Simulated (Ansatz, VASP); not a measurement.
## Two plane-wave programs on Na

File INCAR:

```
SYSTEM = Na
PREC = Accurate
ENCUT = 600
EDIFF = 1E-7
ISMEAR = 0
SIGMA = 0.1
LREAL = .False.
LASPH = .True.
NELM = 80
ALGO = Fast
ISIF = 3
LWAVE = .False.
LCHARG = .False.
GGA = PE
IVDW = 12
IBRION = 2
NSW = 100
EDIFFG = -0.005
```

KPOINTS

```
Automatic mesh
0
Gamma
  15 15 8
  0 0 0
```

Contents of POSCAR:

```
Na
1.0
    3.6887707041      0.0000000000      0.0000000000
   -1.8443853520      3.1945691385      0.0000000000
    0.0000000000      0.0000000000      6.2691940000
Na
2
Direct
    0.3333333300      0.6666666700      0.2500000000
    0.6666666700      0.3333333300      0.7500000000
```

Input for Ansatz:

```yaml
crystal:
  lattice:
    - [3.6887707041, 0.0, 0.0]
    - [-1.844385352, 3.1945691385, 0.0]
    - [0.0, 0.0, 6.269194]
  atoms:
    - { symbol: Na, position: [0.33333333, 0.66666667, 0.25] }
    - { symbol: Na, position: [0.66666667, 0.33333333, 0.75] }
basis:
  ecutwfc: 420
kpoints:
  mp_grid: { grid: [15, 15, 8] }
hamiltonian:
  xc: pbe
  dispersion: d3bj
scf:
  occupations: { method: gaussian, width: 0.1 }
output:
  forces: true
  stress: true
  eigenvalues: true
relax:
  adjacent_minimum: "off"
  f_tol: 0.005
  max_steps: 80
  cell: { stress_tol: 0.05 }
```

Alike in both runs: task relaxation of cell and atoms; functional PBE; dispersion D3(BJ); k mesh 15 × 15 × 8; occupations gaussian, width 0.1 eV; no spin polarisation.

|  | VASP | Ansatz |
| --- | --- | --- |
| version | VASP 6.6.1 | Ansatz 0.2.0 |
| potentials or method | VASP PAW PBE potentials, release 64 (Na_pv), cutoff 600 eV | scalar-relativistic, plane waves, PAW |
| valence electrons in the cell | 14 | 18 |

Ansatz gave:

| Quantity | Value |
| --- | --- |
| gap on the k mesh at the Fermi level, each at its own relaxed structure (eV) | none |
| relaxed volume (Å³/atom) | 34.02 |
| relaxed cell length with the largest relative difference (Å) | 5.931 |

Problem. What did VASP give for the same quantities?

Solution. gap on the k mesh at the Fermi level, each at its own relaxed structure (eV): none; relaxed volume (Å³/atom): 34.13; relaxed cell length with the largest relative difference (Å): 5.943.

A gap of «none» marks a metal or a gap that the smearing closes. VASP's potentials hold 14 valence electrons a cell and Ansatz's 18, so a difference there can come from the potentials and not from the codes.
